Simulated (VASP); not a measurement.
Runs of VASP 6.6.1 on Ti3Al5. The structure is that of space group P4/mmm (No. 123), or close to it. The cells are those of the table. 

```csv
cell,further INCAR settings,gap on the mesh (eV),pressure (GPa),largest force (eV/Å)
"a = 3.689, b = 3.689, c = 7.882 Å, 8 atoms",ALGO = Fast; EDIFF = 1e-06; NBANDS = 36,none,24.2,0.23
"a = 3.689, b = 3.689, c = 8.297 Å, 8 atoms",ALGO = Fast; EDIFF = 1e-07; NBANDS = 36,none,14.8,0.16
"a = 3.786, b = 3.786, c = 7.882 Å, 8 atoms",ALGO = Fast; EDIFF = 1e-06; NBANDS = 36,none,14.5,0.13
"a = 3.689, b = 3.689, c = 8.089 Å, 8 atoms",ALGO = Fast; EDIFF = 1e-06; NBANDS = 36,none,(a),0.20
```

Alike in all rows: task single point; level PBEsol; potentials or basis VASP PAW PBE potentials, release 64 (Ti_sv, Al); no spin polarisation; k mesh 10 × 10 × 6; cutoff (eV) 520; smearing gaussian 0.15 eV.

Problem. Estimate the missing entries.

Solution. (a) 19.1.

Caveats: the PAW data sets were made with another functional, which shifts forces and pressure a little; the cell stands under pressure (at least some runs); the stress differs along the axes, from 8 to 18 GPa (at least some runs); the stress differs along the axes, from 16 to 21 GPa (at least some runs).

A gap of «none» marks levels without a gap at the run's occupations.
